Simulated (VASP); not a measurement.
# Li in VASP: further runs, part 2 of 2

VASP 6.6.1. Earlier steps stand in the parts before.

## (4) Electric field gradients, PBEsol (equal xx and yy strain of -1 %)

Input file INCAR:

```
ALGO = Normal ; EDIFF = 1E-8
ENCUT = 650 ; GGA = PS
GGA_COMPAT = F ; ISIF = 2
ISMEAR = -1 ; LASPH = T
LCHARG = F ; LEFG = T
LREAL = F ; LWAVE = F
NBANDS = 8 ; NELM = 120
PREC = Accurate ; SIGMA = 0.08
```

Input file KPOINTS:

```
k-points
0
Gamma
  13 13 13
```

Input file POSCAR:

```
Li
1.0
    0.0000000000      2.1799800000      2.2020000000
    2.1799800000      0.0000000000      2.2020000000
    2.1799800000      2.1799800000      0.0000000000
Li
1
Direct
    0.0000000000      0.0000000000      0.0000000000
```

Potentials or basis: VASP PAW PBE potentials, release 64 (Li_sv).

On the command line:

```sh
> cat potpaw_PBE.64/Li_sv/POTCAR > POTCAR
> mpirun -np 1 vasp_std > vasp.out
```

OUTCAR:

```text
EDIFF = 1E-8
   ENCUT = 650
   GGA = PS
   ISIF = 2
   ISMEAR = -1
   LASPH = T
   LREAL = F
   NELM = 120
   PREC = Accurate

 ion  position               nearest neighbor table
   1  0.000  0.000  0.000-

  LATTYP: Found a body centered tetragonal cell.
 ALAT       =     3.0829572817
 C/A-ratio  =     1.4284985479

  Lattice vectors:

 A1 = (  -2.1799800000,   0.0000000000,   2.2020000000)
 A2 = (   2.1799800000,   0.0000000000,   2.2020000000)
 A3 = (   0.0000000000,   2.1799800000,  -2.2020000000)

Analysis of symmetry for initial positions (statically):
=====================================================================
 Subroutine PRICEL returns:
 Original cell was already a primitive cell.

 Routine SETGRP: Setting up the symmetry group for a
 body centered tetragonal supercell.
[... 446 lines left out ...]
  external PRESSURE =      -6.1598844 kB  Pullay stress =       0.0000000 kB

 VOLUME and BASIS-vectors are now :
 -----------------------------------------------------------------------------
  energy-cutoff  :      650.00
  volume of cell :       20.93
      direct lattice vectors                 reciprocal lattice vectors
     0.000000000  2.179980000  2.202000000    -0.229359902  0.229359902  0.227066303
     2.179980000  0.000000000  2.202000000     0.229359902 -0.229359902  0.227066303
     2.179980000  2.179980000  0.000000000     0.229359902  0.229359902 -0.227066303

 POSITION                                       TOTAL-FORCE (eV/Angst)
 -----------------------------------------------------------------------------------
      0.00000      0.00000      0.00000        -0.000000      0.000000      0.000000
 -----------------------------------------------------------------------------------
    total drift:                               -0.000000     -0.000000     -0.000000

  FREE ENERGIE OF THE ION-ELECTRON SYSTEM (eV)
  ---------------------------------------------------
  free  energy   TOTEN  =        -1.9704328419 eV

  energy  without entropy=       -1.9579638728  energy(sigma->0) =       -1.96419836

 Electric field gradients (V/A^2)
---------------------------------------------------------------------
 ion       V_xx      V_yy      V_zz      V_xy      V_xz      V_yz
---------------------------------------------------------------------
   1       0.005     0.005    -0.011     0.002     0.001     0.001
---------------------------------------------------------------------

 Electric field gradients after diagonalization (V/A^2)
 (convention: |V_zz| > |V_xx| > |V_yy|)
----------------------------------------------------------------------
 ion       V_xx      V_yy      V_zz     asymmetry (V_yy - V_xx)/ V_zz
----------------------------------------------------------------------
   1       0.007     0.004    -0.011       0.344
----------------------------------------------------------------------

           NMR quadrupolar parameters

 Cq : quadrupolar parameter    Cq=e*Q*V_zz/h
 eta: asymmetry parameters     (V_yy - V_xx)/ V_zz
 Q  : nuclear electric quadrupole moment in mb (millibarn)
----------------------------------------------------------------------
 ion       Cq(MHz)       eta       Q (mb)
----------------------------------------------------------------------
   1      -0.000       0.344       1.000
----------------------------------------------------------------------
```

OSZICAR:

```text
N       E                     dE             d eps       ncg     rms          rms(c)
DAV:   1     0.529199654081E-01    0.52920E-01   -0.78778E+02  3136   0.297E+02
DAV:   2    -0.193588335236E+01   -0.19888E+01   -0.19084E+01  4440   0.367E+01
DAV:   3    -0.197259036104E+01   -0.36707E-01   -0.36687E-01  3696   0.407E+00
DAV:   4    -0.197307639272E+01   -0.48603E-03   -0.48602E-03  4840   0.421E-01
DAV:   5    -0.197307928465E+01   -0.28919E-05   -0.28919E-05  4008   0.190E-02    0.391E-01
DAV:   6    -0.197135900707E+01    0.17203E-02   -0.62317E-04  4696   0.113E-01    0.218E-01
DAV:   7    -0.197042215707E+01    0.93685E-03   -0.13469E-03  4296   0.171E-01    0.274E-02
DAV:   8    -0.197043496058E+01   -0.12804E-04   -0.12771E-04  3720   0.614E-02    0.324E-03
DAV:   9    -0.197043366564E+01    0.12949E-05   -0.15731E-06  4616   0.844E-03    0.569E-04
DAV:  10    -0.197043298449E+01    0.68116E-06   -0.60372E-08  3808   0.154E-03    0.686E-05
DAV:  11    -0.197043286676E+01    0.11772E-06   -0.23710E-09  3280   0.482E-04    0.463E-05
DAV:  12    -0.197043284681E+01    0.19955E-07   -0.52683E-10  2160   0.153E-04    0.127E-05
DAV:  13    -0.197043284188E+01    0.49297E-08   -0.84833E-11  1984   0.957E-05
   1 F= -.19704328E+01 E0= -.19641984E+01  d E =-.124690E-01
```

It took 48 s on 1 thread of AMD EPYC 7R43 (Zen 3), shared host; peak memory 0.13 GiB.

What came out:

- Free energy: -1.9704 eV
- Pressure: -0.6 GPa

Caveat: the cell differs from its parent crystal (equal xx and yy strain of -1 %); without QUAD_EFG the Cq values of the log hold for a quadrupole moment of 1 mb, not for the nuclei; the PAW data sets were made with another functional, which shifts forces and pressure a little.

## (5) Electric field gradients, PBEsol (zz strain of +2 %)

Input file INCAR:

```
  PREC = Accurate
  ENCUT = 650
  EDIFF = 1E-8
  ISMEAR = -1
  SIGMA = 0.08
  LREAL = F
  LASPH = T
  NELM = 120
  ALGO = Normal
  ISIF = 2
  LWAVE = F
  LCHARG = F
  GGA = PS
  LEFG = T
  NBANDS = 8
  GGA_COMPAT = F
```

Input file KPOINTS:

```
regular mesh
0
Gamma
  13 13 13
```

Input file POSCAR:

```
Li
1.0
    0.0000000000      2.2020000000      2.2460400000
    2.2020000000      0.0000000000      2.2460400000
    2.2020000000      2.2020000000      0.0000000000
Li
1
Direct
    0.0000000000      0.0000000000      0.0000000000
```

Potentials or basis: VASP PAW PBE potentials, release 64 (Li_sv).

On the command line:

```sh
> cat potpaw_PBE.64/Li_sv/POTCAR > POTCAR
> mpirun -np 1 vasp_std > vasp.out
```

OUTCAR:

```text
PREC = Accurate
   ENCUT = 650
   EDIFF = 1E-8
   ISMEAR = -1
   LREAL = F
   LASPH = T
   NELM = 120
   ISIF = 2
   GGA = PS

 ion  position               nearest neighbor table
   1  0.000  0.000  0.000-

  LATTYP: Found a body centered tetragonal cell.
 ALAT       =     3.1140982643
 C/A-ratio  =     1.4424978336

  Lattice vectors:

 A1 = (  -2.2020000000,   0.0000000000,   2.2460400000)
 A2 = (   2.2020000000,   0.0000000000,   2.2460400000)
 A3 = (   0.0000000000,   2.2020000000,  -2.2460400000)

Analysis of symmetry for initial positions (statically):
=====================================================================
 Subroutine PRICEL returns:
 Original cell was already a primitive cell.

 Routine SETGRP: Setting up the symmetry group for a
 body centered tetragonal supercell.

 Subroutine GETGRP returns: Found 16 space group operations
[... 445 lines left out ...]

 VOLUME and BASIS-vectors are now :
 -----------------------------------------------------------------------------
  energy-cutoff  :      650.00
  volume of cell :       21.78
      direct lattice vectors                 reciprocal lattice vectors
     0.000000000  2.202000000  2.246040000    -0.227066303  0.227066303  0.222614023
     2.202000000  0.000000000  2.246040000     0.227066303 -0.227066303  0.222614023
     2.202000000  2.202000000  0.000000000     0.227066303  0.227066303 -0.222614023

 POSITION                                       TOTAL-FORCE (eV/Angst)
 -----------------------------------------------------------------------------------
      0.00000      0.00000      0.00000        -0.000000      0.000000      0.000000
 -----------------------------------------------------------------------------------
    total drift:                               -0.000000     -0.000000     -0.000000

  FREE ENERGIE OF THE ION-ELECTRON SYSTEM (eV)
  ---------------------------------------------------
  free  energy   TOTEN  =        -1.9669905622 eV

  energy  without entropy=       -1.9545116467  energy(sigma->0) =       -1.96075110

 Electric field gradients (V/A^2)
---------------------------------------------------------------------
 ion       V_xx      V_yy      V_zz      V_xy      V_xz      V_yz
---------------------------------------------------------------------
   1       0.010     0.010    -0.021     0.003     0.002     0.002
---------------------------------------------------------------------

 Electric field gradients after diagonalization (V/A^2)
 (convention: |V_zz| > |V_xx| > |V_yy|)
----------------------------------------------------------------------
 ion       V_xx      V_yy      V_zz     asymmetry (V_yy - V_xx)/ V_zz
----------------------------------------------------------------------
   1       0.013     0.008    -0.021       0.276
----------------------------------------------------------------------

           NMR quadrupolar parameters

 Cq : quadrupolar parameter    Cq=e*Q*V_zz/h
 eta: asymmetry parameters     (V_yy - V_xx)/ V_zz
 Q  : nuclear electric quadrupole moment in mb (millibarn)
----------------------------------------------------------------------
 ion       Cq(MHz)       eta       Q (mb)
----------------------------------------------------------------------
   1      -0.000       0.276       1.000
----------------------------------------------------------------------
```

OSZICAR:

```text
N       E                     dE             d eps       ncg     rms          rms(c)
DAV:   1     0.141071579541E+00    0.14107E+00   -0.76636E+02  3136   0.284E+02
DAV:   2    -0.192512972282E+01   -0.20662E+01   -0.20177E+01  4512   0.379E+01
DAV:   3    -0.196926505293E+01   -0.44135E-01   -0.43918E-01  3648   0.413E+00
DAV:   4    -0.196976627879E+01   -0.50123E-03   -0.50118E-03  4944   0.428E-01
DAV:   5    -0.196976882046E+01   -0.25417E-05   -0.25417E-05  3824   0.187E-02    0.421E-01
DAV:   6    -0.196798913514E+01    0.17797E-02   -0.59069E-04  4808   0.111E-01    0.236E-01
DAV:   7    -0.196698025264E+01    0.10089E-02   -0.12851E-03  4392   0.169E-01    0.262E-02
DAV:   8    -0.196699258620E+01   -0.12334E-04   -0.13113E-04  3752   0.590E-02    0.310E-03
DAV:   9    -0.196699136146E+01    0.12247E-05   -0.17114E-06  4784   0.850E-03    0.562E-04
DAV:  10    -0.196699070186E+01    0.65960E-06   -0.74106E-08  3688   0.159E-03    0.106E-04
DAV:  11    -0.196699059154E+01    0.11032E-06   -0.25776E-09  3192   0.501E-04    0.488E-05
DAV:  12    -0.196699056775E+01    0.23789E-07   -0.55235E-10  2216   0.173E-04    0.119E-05
DAV:  13    -0.196699056222E+01    0.55284E-08   -0.23087E-10  1936   0.129E-04
   1 F= -.19669906E+01 E0= -.19607511E+01  d E =-.124789E-01
```

Wall time 47 s (1 thread of AMD EPYC 7R43 (Zen 3), shared host); peak memory 0.13 GiB.

What came out:

| Item | Value |
| --- | --- |
| Free energy | -1.9670 eV |
| Pressure | -1.1 GPa |

Caveat: the cell differs from its parent crystal (zz strain of +2 %); without QUAD_EFG the Cq values of the log hold for a quadrupole moment of 1 mb, not for the nuclei; the PAW data sets were made with another functional, which shifts forces and pressure a little.

## (6) Overview

```tsv
cell	gap on the mesh (eV)	pressure (GPa)
a = 3.072 Å, angles 60.0°, 1 atom	none	-0.4
a = 3.093 Å, angles 60.0°, 1 atom	none	-0.6
a = 3.099, b = 3.099, c = 3.083 Å, angles 60.2, 60.2, 59.7°, 1 atom	none	-0.6
a = 3.145, b = 3.145, c = 3.114 Å, angles 60.3, 60.3, 59.3°, 1 atom	none	-1.1
```

Alike in all rows: task electric field gradients; level PBEsol; potentials or basis VASP PAW PBE potentials, release 64 (Li_sv); no spin polarisation; k mesh 13 × 13 × 13; cutoff (eV) 650; smearing fermi-dirac 0.08 eV.

Caveats: the PAW data sets were made with another functional, which shifts forces and pressure a little.

Absolute energies hang on the potentials; compare differences alone.
